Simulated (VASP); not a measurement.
# CdTe (km) (F-43m) in VASP: single point with PBEsol

Aim: the single point of CdTe (km) with PBEsol.

All numbers are computed with VASP 6.6.1; they aren't measurements. Logs are shortened: lines on timing, memory, paths and dates and some standing lists are left out, and cuts for length are marked.

## (1) The cell of the first run

It takes space group F-43m (No. 216, cubic). Conventional cell: a = 6.490 Å, b = 6.490 Å, c = 6.490 Å, α = 90.00°, β = 90.00°, γ = 90.00°. Within 3.7 Å of Cd (site symmetry -43m) lie 4 Te at 2.81 Å. Within 3.7 Å of Te (site symmetry -43m) lie 4 Cd at 2.81 Å.

## (2) Single point, PBEsol

Input file INCAR:

```
SYSTEM = CdTe
PREC = Accurate
ENCUT = 500
EDIFF = 1E-6
ISMEAR = 0
SIGMA = 0.02
LREAL = .False.
LASPH = .True.
NELM = 120
ALGO = Normal
ISIF = 2
LWAVE = .False.
LCHARG = .True.
GGA = PS
LELF = .True.
LVHAR = .True.
NBANDS = 16
GGA_COMPAT = .False.
```

Input file KPOINTS:

```
regular mesh
0
Gamma
  4 4 4
  0 0 0
```

Input file POSCAR:

```
CdTe
1.0
    0.0000000000      3.2447715896      3.2447715896
    3.2447715896      0.0000000000      3.2447715896
    3.2447715896      3.2447715896      0.0000000000
Cd Te
1 1
Direct
    0.0000000000      0.0000000000      0.0000000000
    0.7500000000      0.7500000000      0.7500000000
```

Potentials or basis: VASP PAW PBE potentials, release 64 (Cd, Te).

Started as:

```
cat potpaw_PBE.64/Cd/POTCAR potpaw_PBE.64/Te/POTCAR > POTCAR
mpirun -np 1 vasp_std > vasp.out
```

OUTCAR:

```text
SYSTEM = CdTe
   PREC = Accurate
   ENCUT = 500
   EDIFF = 1E-6
   ISMEAR = 0
   LREAL = .False.
   LASPH = .True.
   NELM = 120
   ISIF = 2
   GGA = PS

 ion  position               nearest neighbor table
   1  0.000  0.000  0.000-   2 2.81   2 2.81   2 2.81   2 2.81
   2  0.750  0.750  0.750-   1 2.81   1 2.81   1 2.81   1 2.81

  LATTYP: Found a face centered cubic cell.
 ALAT       =     6.4895431792

  Lattice vectors:

 A1 = (   0.0000000000,   3.2447715896,   3.2447715896)
 A2 = (   3.2447715896,   0.0000000000,   3.2447715896)
 A3 = (   3.2447715896,   3.2447715896,   0.0000000000)

Analysis of symmetry for initial positions (statically):
=====================================================================
 Subroutine PRICEL returns:
 Original cell was already a primitive cell.

 Routine SETGRP: Setting up the symmetry group for a
 face centered cubic supercell.

 Subroutine GETGRP returns: Found 24 space group operations
 (whereof 24 operations were pure point group operations)
 out of a pool of 48 trial point group operations.

The static configuration has the point symmetry T_d .

Analysis of symmetry for dynamics (positions and initial velocities):
=====================================================================
 Subroutine PRICEL returns:
 Original cell was already a primitive cell.

 Routine SETGRP: Setting up the symmetry group for a
 face centered cubic supercell.

 Subroutine GETGRP returns: Found 24 space group operations
 (whereof 24 operations were pure point group operations)
 out of a pool of 48 trial point group operations.

The dynamic configuration has the point symmetry T_d .

 Subroutine INISYM returns: Found 24 space group operations
 (whereof 24 operations are pure point group operations),
 and found     1 'primitive' translations

----------------------------------------------------------------------------------------

                                     Primitive cell

  volume of cell :      68.3254

  direct lattice vectors                    reciprocal lattice vectors
     0.000000000  3.244771590  3.244771590    -0.154094051  0.154094051  0.154094051
     3.244771590  0.000000000  3.244771590     0.154094051 -0.154094051  0.154094051
     3.244771590  3.244771590  0.000000000     0.154094051  0.154094051 -0.154094051

  length of vectors
     4.588799989  4.588799989  4.588799989     0.266898726  0.266898726  0.266898726

  position of ions in fractional coordinates (direct lattice)
     0.000000000  0.000000000  0.000000000
     0.750000000  0.750000000  0.750000000

  ion indices of the primitive-cell ions
   primitive index   ion index
                 1           1
                 2           2

----------------------------------------------------------------------------------------

 KPOINTS: regular mesh

Automatic generation of k-mesh.
 Grid dimensions read from file:
 generate k-points for:    4    4    4

 Generating k-lattice:

  Cartesian coordinates                     Fractional coordinates (reciprocal lattice)
    -0.038523513  0.038523513  0.038523513     0.250000000  0.000000000  0.000000000
     0.038523513 -0.038523513  0.038523513     0.000000000  0.250000000  0.000000000
     0.038523513  0.038523513 -0.038523513     0.000000000  0.000000000  0.250000000

  Length of vectors
     0.066724682  0.066724682  0.066724682

  Shift w.r.t. Gamma in fractional coordinates (k-lattice)
     0.000000000  0.000000000  0.000000000

 Subroutine IBZKPT returns following result:
 ===========================================

 Found      8 irreducible k-points:

 Following reciprocal coordinates:
            Coordinates               Weight
  0.000000  0.000000  0.000000      1.000000
  0.250000  0.000000  0.000000      8.000000
  0.500000  0.000000  0.000000      4.000000
  0.250000  0.250000  0.000000      6.000000
  0.500000  0.250000  0.000000     24.000000
 -0.250000  0.250000  0.000000     12.000000
  0.500000  0.500000  0.000000      3.000000
 -0.250000  0.500000  0.250000      6.000000
   k-points           NKPTS =      8   k-points in BZ     NKDIM =      8   number of bands    NBANDS=     16
   number of dos      NEDOS =    301   number of ions     NIONS =      2
   total plane-waves  NPLWV =  46656
   dimension x,y,z NGX =    36 NGY =   36 NGZ =   36
   dimension x,y,z NGXF=    72 NGYF=   72 NGZF=   72
   ions per type =               1   1
   NGX,Y,Z   is equivalent  to a cutoff of  13.04, 13.04, 13.04 a.u.
   NGXF,Y,Z  is equivalent  to a cutoff of  26.08, 26.08, 26.08 a.u.
 SYSTEM =  CdTe
   PREC   = accura    normal or accurate (medium, high low for compatibility)
   ISTART =      0    job   : 0-new  1-cont  2-samecut
   ICHARG =      2    charge: 1-file 2-atom 10-const
   ISPIN  =      1    spin polarized calculation?
   LNONCOLLINEAR =      F non collinear calculations
   LSORBIT =      F    spin-orbit coupling
   LASPH  =      T    aspherical Exc in radial PAW
   ENCUT  =  500.0 eV  36.75 Ry    6.06 a.u.   8.37  8.37  8.37*2*pi/ulx,y,z
   NELM   =    120;   NELMIN=  2; NELMDL= -5     # of ELM steps
   EDIFF  = 0.1E-05   stopping-criterion for ELM
   LREAL  =      F    real-space projection
   EDIFFG = 0.1E-04   stopping-criterion for IOM
   NSW    =      0    number of steps for IOM
   IBRION =     -1    ionic relax: 0-MD 1-quasi-New 2-CG
   NFREE  =      0    steps in history (QN), initial steepest desc. (CG)
   ISIF   =      2    stress and relaxation
   ISYM   =      2    0-nonsym 1-usesym 2-fastsym
   POTIM  = 0.5000    time-step for ionic-motion
   TEBEG  =    0.0;   TEEND  =   0.0 temperature during run
   PSTRESS=    0.0 pullay stress
   NELECT =      18.0000    total number of electrons
   NUPDOWN=      -1.0000    fix difference up-down
   EMIN   =  10.00;   EMAX   =-10.00  energy-range for DOS
   EFERMI =   0.00;   METHOD = LEGACY
   ISMEAR =     0;   SIGMA  =   0.02  broadening in eV -4-tet -1-fermi 0-gaus
   EFERMI_NEDOS =   21; number of points for ismear=-14 and -15
   IALGO  =     38    algorithm
   IMIX   =      4    mixing-type and parameters
     AMIX     =   0.40;   BMIX     =  1.00
     AMIX_MAG =   1.60;   BMIX_MAG =  1.00
  volume/ion in A,a.u.               =      34.16       230.54
  Fermi-wavevector in a.u.,A,eV,Ry     =   1.049474  1.983218 14.985388  1.101395
  Thomas-Fermi vector in A             =   2.184438
   LORBIT       =      0    0 simple, 1 ext, 2 COOP (PROOUT), +10 PAW based schemes
   GGA     = PS    functional components
   LHFCALC =     F    Hartree Fock is set to
   AEXX    =    0.0000 exact exchange contribution
   IVDW    =     0    specifies the selected vdW correction
   LEPSILON=     F    determine dielectric tensor
   LRPA    =     F    only Hartree local field effects (RPA)
 non-spin polarized calculation
 Gauss-broadening in eV      SIGMA  =   0.02
  energy-cutoff  :      500.00
  volume of cell :       68.33
 maximum number of plane-waves:      1759
 NGX is ok and might be reduce to    36
   NGX = 17   NGY = 17   NGZ = 17

 number of electron      17.9999997 magnetization

 Free energy of the ion-electron system (eV)
  ---------------------------------------------------
  ext. energy  EPLUGINS =         0.00000000
  ---------------------------------------------------
  free energy    TOTEN  =        -5.42315388 eV

  energy without entropy =       -5.42315388  energy(sigma->0) =       -5.42315388

 E-fermi :   2.2976     XC(G=0):  -8.7500

 val. band max:        2.2040740265   @ k =   0.0000   0.0000   0.0000
 cond. band min:       2.8401464859   @ k =   0.0000   0.0000   0.0000
 fundamental gap:      0.6360724595
 Fermi energy:         2.2975947255

 k-point     1 :       0.0000    0.0000    0.0000
  band No.  band energies     occupation
      1      -8.9807      2.00000
      2      -6.0704      2.00000
      3      -6.0704      2.00000
      4      -6.0704      2.00000
      5      -5.8109      2.00000
      6      -5.8109      2.00000
      7       2.2041      2.00000
      8       2.2041      2.00000
      9       2.2041      2.00000
     10       2.8401      0.00000
     11       6.7315      0.00000
     12       6.7315      0.00000
     13       6.7315      0.00000
     14       9.4874      0.00000
     15      11.5263      0.00000
     16      11.5263      0.00000

 k-point     2 :       0.2500    0.0000    0.0000
  band No.  band energies     occupation
      1      -8.7785      2.00000
      2      -6.0347      2.00000
      3      -6.0347      2.00000
      4      -5.8749      2.00000
      5      -5.8114      2.00000
      6      -5.8114      2.00000
      7      -0.5617      2.00000
      8       1.7715      2.00000
      9       1.7715      2.00000
     10       4.0917      0.00000
     11       7.2823      0.00000
     12       7.2823      0.00000
     13       7.4637      0.00000
     14      10.3382      0.00000
     15      10.5749      0.00000
     16      10.5749      0.00000

 k-point     3 :       0.5000    0.0000    0.0000
  band No.  band energies     occupation
      1      -8.5783      2.00000
      2      -6.0074      2.00000
      3      -6.0074      2.00000
      4      -5.8019      2.00000
      5      -5.8019      2.00000
      6      -5.4631      2.00000
      7      -2.2606      2.00000
      8       1.4234      2.00000
      9       1.4234      2.00000
     10       3.9168      0.00000
     11       7.3162      0.00000
     12       7.3162      0.00000
     13       9.1235      0.00000
     14      10.7090      0.00000
     15      12.4404      0.00000
     16      12.4404      0.00000

 k-point     4 :       0.2500    0.2500    0.0000
  band No.  band energies     occupation
      1      -8.7129      2.00000
      2      -5.9933      2.00000
      3      -5.9933      2.00000
      4      -5.9138      2.00000
      5      -5.7956      2.00000
      6      -5.7839      2.00000
      7      -0.5045      2.00000
      8       1.1072      2.00000
      9       1.1072      2.00000
     10       5.0717      0.00000
     11       5.4208      0.00000
     12       8.6028      0.00000
     13       8.6028      0.00000
     14       8.8977      0.00000
     15      12.0595      0.00000
     16      12.6958      0.00000

 k-point     5 :       0.5000    0.2500    0.0000
  band No.  band energies     occupation
      1      -8.5180      2.00000
      2      -5.9745      2.00000
      3      -5.9553      2.00000
      4      -5.8522      2.00000
      5      -5.7948      2.00000
      6      -5.4096      2.00000
      7      -1.9118      2.00000
      8       0.1006      2.00000
      9       0.8154      2.00000
     10       5.0783      0.00000
     11       6.6250      0.00000
     12       8.2709      0.00000
     13       8.8761      0.00000
     14      11.1026      0.00000
     15      12.6629      0.00000
     16      13.0987      0.00000

 k-point     6 :      -0.2500    0.2500    0.0000
  band No.  band energies     occupation
      1      -8.5813      2.00000
      2      -5.9906      2.00000
      3      -5.9893      2.00000
      4      -5.8190      2.00000
      5      -5.8185      2.00000
      6      -5.5407      2.00000
      7      -1.5463      2.00000
      8       0.0320      2.00000
      9       1.3910      2.00000
     10       5.2605      0.00000
     11       7.3170      0.00000
     12       7.7440      0.00000
     13       7.9814      0.00000
     14      10.1564      0.00000
     15      11.6197      0.00000
     16      13.1945      0.00000

 k-point     7 :       0.5000    0.5000    0.0000
  band No.  band energies     occupation
      1      -8.4558      2.00000
      2      -5.9168      2.00000
      3      -5.9069      2.00000
      4      -5.9069      2.00000
      5      -5.7802      2.00000
      6      -5.3261      2.00000
      7      -2.1414      2.00000
      8       0.3257      2.00000
      9       0.3257      2.00000
     10       4.6847      0.00000
     11       4.7891      0.00000
     12      10.9077      0.00000
     13      11.2408      0.00000
     14      11.2408      0.00000
     15      13.0025      0.00000
     16      13.7007      0.00000

 k-point     8 :      -0.2500    0.5000    0.2500
  band No.  band energies     occupation
      1      -8.4575      2.00000
      2      -5.9480      2.00000
      3      -5.9430      2.00000
      4      -5.8405      2.00000
      5      -5.8108      2.00000
      6      -5.2432      2.00000
      7      -2.0185      2.00000
      8      -0.1430      2.00000
      9      -0.0189      2.00000
     10       6.4019      0.00000
     11       6.7814      0.00000
     12       7.6594      0.00000
     13       8.3878      0.00000
     14      11.7535      0.00000
     15      13.2588      0.00000
     16      13.3805      0.00000

------------------------ aborting loop because EDIFF is reached ----------------------------------------

  FORCE on cell =-STRESS in cart. coord.  units (eV):
  Direction    XX          YY          ZZ          XY          YZ          ZX
  --------------------------------------------------------------------------------------
  -------------------------------------------------------------------------------------
  Total        0.1700315      0.1700315      0.1700315      0.0000000      0.0000000      0.0000000
  in kB        3.9871039      3.9871039      3.9871039      0.0000000      0.0000000      0.0000000
  external PRESSURE =       3.9871039 kB  Pullay stress =       0.0000000 kB

 VOLUME and BASIS-vectors are now :
 -----------------------------------------------------------------------------
  energy-cutoff  :      500.00
  volume of cell :       68.33
      direct lattice vectors                 reciprocal lattice vectors
     0.000000000  3.244771590  3.244771590    -0.154094051  0.154094051  0.154094051
     3.244771590  0.000000000  3.244771590     0.154094051 -0.154094051  0.154094051
     3.244771590  3.244771590  0.000000000     0.154094051  0.154094051 -0.154094051

 POSITION                                       TOTAL-FORCE (eV/Angst)
 -----------------------------------------------------------------------------------
      0.00000      0.00000      0.00000        -0.000000      0.000000      0.000000
      4.86716      4.86716      4.86716         0.000000     -0.000000     -0.000000
 -----------------------------------------------------------------------------------
    total drift:                               -0.000000     -0.000000     -0.000000

  FREE ENERGIE OF THE ION-ELECTRON SYSTEM (eV)
  ---------------------------------------------------
  free  energy   TOTEN  =        -5.4231538754 eV

  energy  without entropy=       -5.4231538754  energy(sigma->0) =       -5.42315388
```

Wall time 15 s (1 thread of AMD EPYC 9R45 (Zen 5), shared host); peak memory 0.17 GiB.

Results:

* Free energy: -5.4232 eV
* Pressure: 0.4 GPa
* Band gap on the k mesh: 0.64 eV, direct

Levels at points of the mesh, in eV from the valence-band top:
| k point | band 7 | band 8 | band 9 | band 10 | band 11 | band 12 |
| --- | --- | --- | --- | --- | --- | --- |
| (0.00, 0.00, 0.00) | 0.00 | 0.00 | 0.00 | 0.64 | 4.53 | 4.53 |
| (0.50, 0.00, 0.00) | -4.46 | -0.78 | -0.78 | 1.71 | 5.11 | 5.11 |
| (0.50, 0.50, 0.00) | -4.35 | -1.88 | -1.88 | 2.48 | 2.59 | 8.70 |

Caveat: the PAW data sets were made with another functional, which shifts forces and pressure a little; spin-orbit coupling is left out, which moves the levels of the heavy elements.
